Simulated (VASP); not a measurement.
Crystal: Mg.

```
Mg
1.0
     3.17386    0.00000    0.00000
     1.58693    2.74864    0.00000
     1.58693    0.91621    2.59144
Mg
1
Cartesian
  0.0000 0.0000 0.0000
```

This isn't the form of Mg at room conditions, which is hcp.

| Item | Value |
| --- | --- |
| Program | VASP 6.6.1 |
| Task | relaxation of cell and atoms |
| Functional | LDA |
| Potentials or basis | VASP PAW LDA potentials, release 64 (Mg) |
| Cutoff | 600 eV |
| k mesh | 11 × 11 × 11, shifted |
| Occupations | fermi-dirac, width 0.1 eV |
| Spin | no spin polarisation |

At the start: pressure -1.6 GPa; volume 22.61 Å³/atom.

**Question.** How do energy, volume and symmetry change on relaxing?

**Answer.** Over 3 steps the energy falls by 5.3 meV/atom and the volume is 21.62 Å³/atom (-4.4 %); space group Fm-3m (No. 225, to 0.1 Å) before and after.

Step by step:
```tsv
step	energy change (eV)	largest force (eV/Å)	pressure (GPa)	volume (Å³)
1	0.0000	0.0000	-1.64	22.61
2	-0.0049	0.0000	-0.44	21.86
3	-0.0053	0.0000	-0.01	21.62
```

Final structure:
```
CELL_PARAMETERS angstrom
3.12691 0.00000 0.00000
1.56345 2.70798 0.00000
1.56345 0.90266 2.55311
ATOMIC_POSITIONS crystal
Mg 0.00000 0.00000 0.00000
```
